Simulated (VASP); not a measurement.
# Sc2Br in VASP: notebook, part 2 of 2

VASP 6.6.1. The steps go on from the part before.

### Step 3. Single point, PBE

Input file INCAR:

```
ALGO = Normal
EDIFF = 1E-7
ENCUT = 520
GGA = PE
ISIF = 2
ISMEAR = 0
LASPH = T
LCHARG = F
LREAL = F
LWAVE = F
NBANDS = 38
NELM = 100
PREC = Accurate
SIGMA = 0.1
```

Input file KPOINTS:

```
k-points
0
Gamma
  8 8 8
```

Input file POSCAR:

```
Sc2Br
1.0
   -3.8379553572      3.8379553572      3.0071712054
    3.8379553572     -3.8379553572      3.0071712054
    3.8379553572      3.8379553572     -3.0071712054
Sc Br
4 2
Direct
    0.2991575424      0.0000000000      0.2991575424
    0.7008424576      0.0000000000      0.7008424576
    0.0000000000      0.7008424576      0.7008424576
    0.0000000000      0.2991575424      0.2991575424
    0.7452519440      0.7452519440      0.0000000000
    0.2547480560      0.2547480560      0.0000000000
```

Potentials or basis: VASP PAW PBE potentials, release 64 (Sc_sv, Br).

On the command line:

```sh
$ cat potpaw_PBE.64/Sc_sv/POTCAR potpaw_PBE.64/Br/POTCAR > POTCAR
$ mpirun -np 1 vasp_std > vasp.out
```

OUTCAR:

```text
EDIFF = 1E-7
   ENCUT = 520
   GGA = PE
   ISIF = 2
   ISMEAR = 0
   LASPH = T
   LREAL = F
   NELM = 100
   PREC = Accurate

 ion  position               nearest neighbor table
   1  0.299  0.000  0.299-   6 2.76   5 2.76   2 3.08   3 3.25   4 3.25
   2  0.701  0.000  0.701-   5 2.76   6 2.76   1 3.08   3 3.25   4 3.25
   3  0.000  0.701  0.701-   5 2.76   6 2.76   4 3.08   1 3.25   2 3.25
   4  0.000  0.299  0.299-   6 2.76   5 2.76   3 3.08   2 3.25   1 3.25
   5  0.745  0.745  0.000-   2 2.76   3 2.76   1 2.76   4 2.76
   6  0.255  0.255  0.000-   1 2.76   4 2.76   3 2.76   2 2.76

  LATTYP: Found a body centered tetragonal cell.
 ALAT       =     7.6759107144
 C/A-ratio  =     0.7835347016

  Lattice vectors:

 A1 = (  -3.8379553572,   3.8379553572,   3.0071712054)
 A2 = (   3.8379553572,  -3.8379553572,   3.0071712054)
 A3 = (   3.8379553572,   3.8379553572,  -3.0071712054)

Analysis of symmetry for initial positions (statically):
=====================================================================
 Subroutine PRICEL returns:
 Original cell was already a primitive cell.

[... 181 lines left out ...]
 cond. band min:       3.2360859206   @ k =  -0.1250  -0.3750   0.1250
 fundamental gap:      0.0059131490
 Fermi energy:         3.2359575110

 k-point     1 :       0.0000    0.0000    0.0000
  band No.  band energies     occupation
      1     -46.9655      2.00000
      2     -46.9364      2.00000
      3     -46.9325      2.00000
      4     -46.9325      2.00000
      5     -25.6851      2.00000
      6     -25.6547      2.00000
[... 973 lines left out ...]
     37       4.6531      0.00000
     38       4.6562      0.00000

 [... further k-points ...]

------------------------ aborting loop because EDIFF is reached ----------------------------------------

  FORCE on cell =-STRESS in cart. coord.  units (eV):
  Direction    XX          YY          ZZ          XY          YZ          ZX
  --------------------------------------------------------------------------------------
  -------------------------------------------------------------------------------------
  Total        0.0777520      0.0777520      0.0851949      0.0000000      0.0000000      0.0000000
  in kB        0.7030793      0.7030793      0.7703824      0.0000000      0.0000000      0.0000000
  external PRESSURE =       0.7255137 kB  Pullay stress =       0.0000000 kB

 VOLUME and BASIS-vectors are now :
 -----------------------------------------------------------------------------
  energy-cutoff  :      520.00
  volume of cell :      177.18
      direct lattice vectors                 reciprocal lattice vectors
    -3.837955357  3.837955357  3.007171205     0.000000000  0.130277701  0.166269216
     3.837955357 -3.837955357  3.007171205     0.130277701  0.000000000  0.166269216
     3.837955357  3.837955357 -3.007171205     0.130277701  0.130277701  0.000000000

 POSITION                                       TOTAL-FORCE (eV/Angst)
 -----------------------------------------------------------------------------------
      0.00000      2.29631      0.00000         0.000000      0.022062      0.000000
      0.00000      5.37960      0.00000         0.000000     -0.022062      0.000000
      5.37960      0.00000      0.00000        -0.022062      0.000000      0.000000
      2.29631      0.00000      0.00000         0.022062      0.000000      0.000000
      0.00000      0.00000      4.48220         0.000000      0.000000     -0.025359
      0.00000      0.00000      1.53214         0.000000      0.000000      0.025359
 -----------------------------------------------------------------------------------
    total drift:                                0.000000      0.000000     -0.000000

  FREE ENERGIE OF THE ION-ELECTRON SYSTEM (eV)
  ---------------------------------------------------
  free  energy   TOTEN  =       -27.9677525651 eV

  energy  without entropy=      -27.9089862468  energy(sigma->0) =      -27.93836941
```

OSZICAR:

```text
N       E                     dE             d eps       ncg     rms          rms(c)
DAV:   1     0.108056179159E+04    0.10806E+04   -0.25360E+04  4500   0.148E+03
DAV:   2     0.901024090517E+02   -0.99046E+03   -0.97754E+03  6412   0.644E+02
DAV:   3    -0.226441897454E+02   -0.11275E+03   -0.10955E+03  7842   0.263E+02
DAV:   4    -0.306571815352E+02   -0.80130E+01   -0.77557E+01  7504   0.591E+01
DAV:   5    -0.309073873092E+02   -0.25021E+00   -0.24591E+00  7448   0.131E+01    0.143E+01
DAV:   6    -0.281896846725E+02    0.27177E+01   -0.10555E+01  6926   0.227E+01    0.533E+00
DAV:   7    -0.279945278488E+02    0.19516E+00   -0.65506E-01  6968   0.594E+00    0.190E+00
DAV:   8    -0.279678950891E+02    0.26633E-01   -0.12082E-01  6904   0.188E+00    0.747E-01
DAV:   9    -0.279679246416E+02   -0.29552E-04   -0.14043E-02  7496   0.742E-01    0.386E-01
DAV:  10    -0.279677667813E+02    0.15786E-03   -0.34868E-03  6888   0.448E-01    0.855E-02
DAV:  11    -0.279677496975E+02    0.17084E-04   -0.68111E-04  6856   0.195E-01    0.435E-02
DAV:  12    -0.279677512412E+02   -0.15437E-05   -0.25292E-05  7720   0.411E-02    0.208E-02
DAV:  13    -0.279677521506E+02   -0.90936E-06   -0.15292E-05  5904   0.221E-02    0.790E-03
DAV:  14    -0.279677522264E+02   -0.75832E-07   -0.16294E-06  5384   0.995E-03    0.479E-03
DAV:  15    -0.279677526177E+02   -0.39130E-06   -0.61734E-07  4656   0.519E-03    0.290E-03
DAV:  16    -0.279677525029E+02    0.11478E-06   -0.15851E-07  3952   0.269E-03    0.617E-04
DAV:  17    -0.279677525651E+02   -0.62209E-07   -0.19672E-08  3304   0.183E-03
   1 F= -.27967753E+02 E0= -.27938369E+02  d E =-.587663E-01
```

stdout:

```text
POSCAR found type information on POSCAR ScBr
 POSCAR found :  2 types and       6 ions
 scaLAPACK will be used
 LDA part: xc-table for (Slater+PW92), standard interpolation
 POSCAR, INCAR and KPOINTS ok, starting setup
 FFT: planning ... GRIDC
 FFT: planning ... GRID_SOFT
 FFT: planning ... GRID
 WAVECAR not read
 entering main loop
```

Run time: 5.3 min. Hardware: 1 thread of Intel Xeon Platinum 8559C (Emerald Rapids), shared host; peak memory 0.51 GiB.

What came out:

```yaml
Free_energy: -27.9678 eV
Pressure: 0.1 GPa
Largest_force: 0.025 eV/Å
Band_gap_on_the_k_mesh: zero (bands 29 and 30 overlap by 0.69 eV)
```

Forces in eV/Å, atoms in the order of the input:
```
Sc   0.000  0.022  0.000
Sc   0.000 -0.022  0.000
Sc  -0.022  0.000  0.000
Sc   0.022  0.000  0.000
Br   0.000  0.000 -0.025
Br   0.000  0.000  0.025
```
